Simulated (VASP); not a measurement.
# SnO (P4/nmm) in VASP: a series of runs

The runs below take SnO through electric field gradients, with LDA.

All numbers are computed with VASP 6.6.1; they aren't measurements. Logs are shortened: lines on timing, memory, paths and dates and some standing lists are left out, and cuts for length are marked.

## (1) The cell of the first run

It takes space group P4/nmm (No. 129, tetragonal). Conventional cell: a = 3.827 Å, b = 3.827 Å, c = 4.868 Å, α = 90.00°, β = 90.00°, γ = 90.00°. Sn (site symmetry 4mm) has 4 O at 2.24 Å within 3.0 Å. Within 3.0 Å of O (site symmetry -4m2) lie 4 Sn at 2.24 Å and 4 O at 2.71 Å.

## (2) Electric field gradients, LDA (volume scaled by 1.02)

Contents of INCAR:

```
SYSTEM = SnO
  PREC = Accurate
  ENCUT = 520
  EDIFF = 1E-8
  ISMEAR = -1
  SIGMA = 0.02
  LREAL = .FALSE.
  LASPH = .TRUE.
  NELM = 60
  ALGO = Normal
  ISIF = 2
  LWAVE = .FALSE.
  LCHARG = .FALSE.
  GGA = CA
  LEFG = .TRUE.
  NBANDS = 28
```

Contents of KPOINTS:

```
regular mesh
0
G
  6 6 5
  0 0 0
```

Contents of POSCAR:

```
SnO
1.0
    3.8271795418      0.0000000000      0.0000000000
    0.0000000000      3.8271795418      0.0000000000
    0.0000000000      0.0000000000      4.8680274234
Sn O
2 2
Direct
    0.0000000000      0.5000000000      0.2385000000
    0.5000000000      0.0000000000      0.7615000000
    0.0000000000      0.0000000000      0.0000000000
    0.5000000000      0.5000000000      0.0000000000
```

Potentials or basis: VASP PAW LDA potentials, release 64 (Sn_d, O).

On the command line:

```console
$ cat potpaw_LDA.64/Sn_d/POTCAR potpaw_LDA.64/O/POTCAR > POTCAR
$ mpirun -np 1 vasp_std > vasp.out
```

OUTCAR:

```text
SYSTEM = SnO
   PREC = Accurate
   ENCUT = 520
   EDIFF = 1E-8
   ISMEAR = -1
   LREAL = .FALSE.
   LASPH = .TRUE.
   NELM = 60
   ISIF = 2
   GGA = CA

 ion  position               nearest neighbor table
   1  0.000  0.500  0.239-   3 2.24   4 2.24   3 2.24   4 2.24   2 3.57   2 3.57   2 3.57   2 3.57
                             2 3.72   2 3.72   2 3.72   2 3.72
   2  0.500  0.000  0.761-   3 2.24   4 2.24   4 2.24   3 2.24   1 3.57   1 3.57   1 3.57   1 3.57
                             1 3.72   1 3.72   1 3.72   1 3.72
   3  0.000  0.000  0.000-   1 2.24   2 2.24   1 2.24   2 2.24
   4  0.500  0.500  0.000-   1 2.24   2 2.24   2 2.24   1 2.24

  LATTYP: Found a simple tetragonal cell.
 ALAT       =     3.8271795418
 C/A-ratio  =     1.2719621252

  Lattice vectors:

 A1 = (   3.8271795418,   0.0000000000,   0.0000000000)
 A2 = (   0.0000000000,   3.8271795418,   0.0000000000)
 A3 = (   0.0000000000,   0.0000000000,   4.8680274234)

Analysis of symmetry for initial positions (statically):
=====================================================================
 Subroutine PRICEL returns:
 Original cell was already a primitive cell.

 Routine SETGRP: Setting up the symmetry group for a
 simple tetragonal supercell.

 Subroutine GETGRP returns: Found 16 space group operations
 (whereof  8 operations were pure point group operations)
 out of a pool of 16 trial point group operations.

The static configuration has the point symmetry D_2d.
 The point group associated with its full space group is D_4h.

Analysis of symmetry for dynamics (positions and initial velocities):
=====================================================================
 Subroutine PRICEL returns:
 Original cell was already a primitive cell.

 Routine SETGRP: Setting up the symmetry group for a
 simple tetragonal supercell.

 Subroutine GETGRP returns: Found 16 space group operations
 (whereof  8 operations were pure point group operations)
 out of a pool of 16 trial point group operations.

The dynamic configuration has the point symmetry D_2d.
 The point group associated with its full space group is D_4h.

 Subroutine INISYM returns: Found 16 space group operations
 (whereof  8 operations are pure point group operations),
 and found     1 'primitive' translations

----------------------------------------------------------------------------------------

                                     Primitive cell

  volume of cell :      71.3035

  direct lattice vectors                    reciprocal lattice vectors
     3.827179542  0.000000000  0.000000000     0.261289022  0.000000000  0.000000000
     0.000000000  3.827179542  0.000000000     0.000000000  0.261289022  0.000000000
     0.000000000  0.000000000  4.868027423     0.000000000  0.000000000  0.205422015

  length of vectors
     3.827179542  3.827179542  4.868027423     0.261289022  0.261289022  0.205422015

  position of ions in fractional coordinates (direct lattice)
     0.000000000  0.500000000  0.238500000
     0.500000000  0.000000000  0.761500000
     0.000000000  0.000000000  0.000000000
     0.500000000  0.500000000  0.000000000

  ion indices of the primitive-cell ions
   primitive index   ion index
                 1           1
                 2           2
                 3           3
                 4           4

----------------------------------------------------------------------------------------

 KPOINTS: regular mesh

Automatic generation of k-mesh.
 Grid dimensions read from file:
 generate k-points for:    6    6    5
[... 45 lines left out ...]
 [... further k-points ...]
   k-points           NKPTS =     30   k-points in BZ     NKDIM =     30   number of bands    NBANDS=     28
   number of dos      NEDOS =    301   number of ions     NIONS =      4
   total plane-waves  NPLWV =  28224
   dimension x,y,z NGX =    28 NGY =   28 NGZ =   36
   dimension x,y,z NGXF=    56 NGYF=   56 NGZF=   72
   ions per type =               2   2
   NGX,Y,Z   is equivalent  to a cutoff of  12.16, 12.16, 12.29 a.u.
   NGXF,Y,Z  is equivalent  to a cutoff of  24.33, 24.33, 24.59 a.u.
 SYSTEM =  SnO
   PREC   = accura    normal or accurate (medium, high low for compatibility)
   ISTART =      0    job   : 0-new  1-cont  2-samecut
   ICHARG =      2    charge: 1-file 2-atom 10-const
   ISPIN  =      1    spin polarized calculation?
   LNONCOLLINEAR =      F non collinear calculations
   LSORBIT =      F    spin-orbit coupling
   LASPH  =      T    aspherical Exc in radial PAW
   ENCUT  =  520.0 eV  38.22 Ry    6.18 a.u.   7.12  7.12  9.05*2*pi/ulx,y,z
   NELM   =     60;   NELMIN=  2; NELMDL= -5     # of ELM steps
   EDIFF  = 0.1E-07   stopping-criterion for ELM
   LREAL  =      F    real-space projection
   EDIFFG = 0.1E-06   stopping-criterion for IOM
   NSW    =      0    number of steps for IOM
   IBRION =     -1    ionic relax: 0-MD 1-quasi-New 2-CG
   NFREE  =      0    steps in history (QN), initial steepest desc. (CG)
   ISIF   =      2    stress and relaxation
   ISYM   =      2    0-nonsym 1-usesym 2-fastsym
   POTIM  = 0.5000    time-step for ionic-motion
   TEBEG  =    0.0;   TEEND  =   0.0 temperature during run
   PSTRESS=    0.0 pullay stress
   NELECT =      40.0000    total number of electrons
   NUPDOWN=      -1.0000    fix difference up-down
   EMIN   =  10.00;   EMAX   =-10.00  energy-range for DOS
   EFERMI =   0.00;   METHOD = LEGACY
   ISMEAR =    -1;   SIGMA  =   0.02  broadening in eV -4-tet -1-fermi 0-gaus
   EFERMI_NEDOS =   21; number of points for ismear=-14 and -15
   IALGO  =     38    algorithm
   IMIX   =      4    mixing-type and parameters
     AMIX     =   0.40;   BMIX     =  1.00
     AMIX_MAG =   1.60;   BMIX_MAG =  1.00
  volume/ion in A,a.u.               =      17.83       120.29
  Fermi-wavevector in a.u.,A,eV,Ry     =   1.350179  2.551468 24.803184  1.822983
  Thomas-Fermi vector in A             =   2.477705
   LORBIT       =      0    0 simple, 1 ext, 2 COOP (PROOUT), +10 PAW based schemes
   GGA     = CA    functional components
   LHFCALC =     F    Hartree Fock is set to
   AEXX    =    0.0000 exact exchange contribution
   IVDW    =     0    specifies the selected vdW correction
   LEPSILON=     F    determine dielectric tensor
   LRPA    =     F    only Hartree local field effects (RPA)
 non-spin polarized calculation
  energy-cutoff  :      520.00
  volume of cell :       71.30
 maximum number of plane-waves:      1956
   NGX = 15   NGY = 15   NGZ = 19

 number of electron      39.9999975 magnetization

 Free energy of the ion-electron system (eV)
  ---------------------------------------------------
  ext. energy  EPLUGINS =         0.00000000
  ---------------------------------------------------
  free energy    TOTEN  =       -25.68057844 eV

  energy without entropy =      -25.68050523  energy(sigma->0) =      -25.68054184

 E-fermi :   6.6175     XC(G=0): -10.5803

 val. band max:        6.5451881706   @ k =   0.0000   0.0000   0.0000
 cond. band min:       6.6998266375   @ k =   0.5000   0.5000   0.0000
 fundamental gap:      0.1546384669
 Fermi energy:         6.6174617893

 k-point     1 :       0.0000    0.0000    0.0000
  band No.  band energies     occupation
      1     -15.1833      2.00000
      2     -14.7982      2.00000
      3     -14.7982      2.00000
      4     -14.7946      2.00000
      5     -14.7501      2.00000
      6     -14.7450      2.00000
[... 733 lines left out ...]
     27      15.6018      0.00000
     28      15.6018      0.00000

 [... further k-points ...]

------------------------ aborting loop because EDIFF is reached ----------------------------------------

  FORCE on cell =-STRESS in cart. coord.  units (eV):
  Direction    XX          YY          ZZ          XY          YZ          ZX
  --------------------------------------------------------------------------------------
  -------------------------------------------------------------------------------------
  Total       -1.9896753     -1.9896753     -1.7296690      0.0000000      0.0000000      0.0000000
  in kB      -44.7076772    -44.7076772    -38.8653785      0.0000000      0.0000000      0.0000000
  external PRESSURE =     -42.7602443 kB  Pullay stress =       0.0000000 kB

 VOLUME and BASIS-vectors are now :
 -----------------------------------------------------------------------------
  energy-cutoff  :      520.00
  volume of cell :       71.30
      direct lattice vectors                 reciprocal lattice vectors
     3.827179542  0.000000000  0.000000000     0.261289022  0.000000000  0.000000000
     0.000000000  3.827179542  0.000000000     0.000000000  0.261289022  0.000000000
     0.000000000  0.000000000  4.868027423     0.000000000  0.000000000  0.205422015

 POSITION                                       TOTAL-FORCE (eV/Angst)
 -----------------------------------------------------------------------------------
      0.00000      1.91359      1.16102         0.000000     -0.000000     -0.416304
      1.91359      0.00000      3.70700         0.000000      0.000000      0.416304
      0.00000      0.00000      0.00000         0.000000      0.000000      0.000000
      1.91359      1.91359      0.00000         0.000000     -0.000000      0.000000
 -----------------------------------------------------------------------------------
    total drift:                                0.000000      0.000000      0.000000

  FREE ENERGIE OF THE ION-ELECTRON SYSTEM (eV)
  ---------------------------------------------------
  free  energy   TOTEN  =       -25.6805784435 eV

  energy  without entropy=      -25.6805052342  energy(sigma->0) =      -25.68054184

 Electric field gradients (V/A^2)
---------------------------------------------------------------------
 ion       V_xx      V_yy      V_zz      V_xy      V_xz      V_yz
---------------------------------------------------------------------
   1      80.810    80.810  -161.620     0.000    -0.000    -0.000
   2      80.810    80.810  -161.620     0.000     0.000     0.000
   3      -0.911    -0.911     1.823     0.000    -0.000     0.000
   4      -0.911    -0.911     1.823     0.000    -0.000    -0.000
---------------------------------------------------------------------

 Electric field gradients after diagonalization (V/A^2)
 (convention: |V_zz| > |V_xx| > |V_yy|)
----------------------------------------------------------------------
 ion       V_xx      V_yy      V_zz     asymmetry (V_yy - V_xx)/ V_zz
----------------------------------------------------------------------
   1      80.810    80.810  -161.620       0.000
   2      80.810    80.810  -161.620       0.000
   3      -0.911    -0.911     1.823       0.000
   4      -0.911    -0.911     1.823       0.000
----------------------------------------------------------------------

           NMR quadrupolar parameters

 Cq : quadrupolar parameter    Cq=e*Q*V_zz/h
 eta: asymmetry parameters     (V_yy - V_xx)/ V_zz
 Q  : nuclear electric quadrupole moment in mb (millibarn)
----------------------------------------------------------------------
 ion       Cq(MHz)       eta       Q (mb)
----------------------------------------------------------------------
   1      -0.391       0.000       1.000
   2      -0.391       0.000       1.000
   3       0.004       0.000       1.000
   4       0.004       0.000       1.000
----------------------------------------------------------------------
```

Wall time 32 s (1 thread of AMD EPYC 9R45 (Zen 5), shared host); peak memory 0.15 GiB.

What came out:

```yaml
Free_energy: -25.6806 eV
Pressure: -4.3 GPa
Largest_force: 0.416 eV/Å
Band_gap_on_the_k_mesh: 0.15 eV, indirect (least direct gap 1.98 eV)
```

Forces in eV/Å, atoms in the order of the input:
```
Sn   0.000  0.000 -0.416
Sn   0.000  0.000  0.416
O    0.000  0.000  0.000
O    0.000  0.000  0.000
```

Electric field gradients, principal values (V/Å²):
| atom | least | middle | greatest (by size) |
| --- | --- | --- | --- |
| 1 Sn | 80.810 | 80.810 | -161.620 |
| 2 Sn | 80.810 | 80.810 | -161.620 |
| 3 O | -0.911 | -0.911 | 1.823 |
| 4 O | -0.911 | -0.911 | 1.823 |

Caveat: without QUAD_EFG the Cq values of the log hold for a quadrupole moment of 1 mb, not for the nuclei; spin-orbit coupling is left out, which moves the levels of the heavy elements. A k mesh can miss the band edges.

(Part 1 of 2 ends here.)
